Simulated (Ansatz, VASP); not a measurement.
# Two plane-wave programs on Rh

```
CELL_PARAMETERS angstrom
0.00000 1.90155 1.90155
1.86352 0.00000 1.90155
1.86352 1.90155 0.00000
ATOMIC_POSITIONS crystal
Rh 0.00000 0.00000 0.00000
```

Change from the starting cell: strain -0.0200 x Voigt [1, 0, 0, 0, 0, 0], atoms carried along.

Alike in both runs: task single point; functional PBE; k mesh 22 × 22 × 22; occupations gaussian, width 0.15 eV; no spin polarisation.

|  | VASP | Ansatz |
| --- | --- | --- |
| version | VASP 6.6.1 | Ansatz 0.2.0 |
| potentials or method | VASP PAW PBE potentials, release 64 (Rh_pv), cutoff 520 eV | scalar-relativistic, plane waves, PAW |
| valence electrons in the cell | 15 | 17 |

|  | VASP | Ansatz | Ansatz less VASP |
| --- | --- | --- | --- |
| gap on the k mesh at the Fermi level (eV) | none | none | - |
| pressure (GPa) | 12.0 | 12.0 | -0.05 |
| traceless stress, the component that is largest in VASP (GPa) | 3.43 | 3.43 | +0.006 |

A gap of «none» marks a metal or a gap that the smearing closes. VASP's potentials hold 15 valence electrons a cell and Ansatz's 17, so a difference there can come from the potentials and not from the codes.
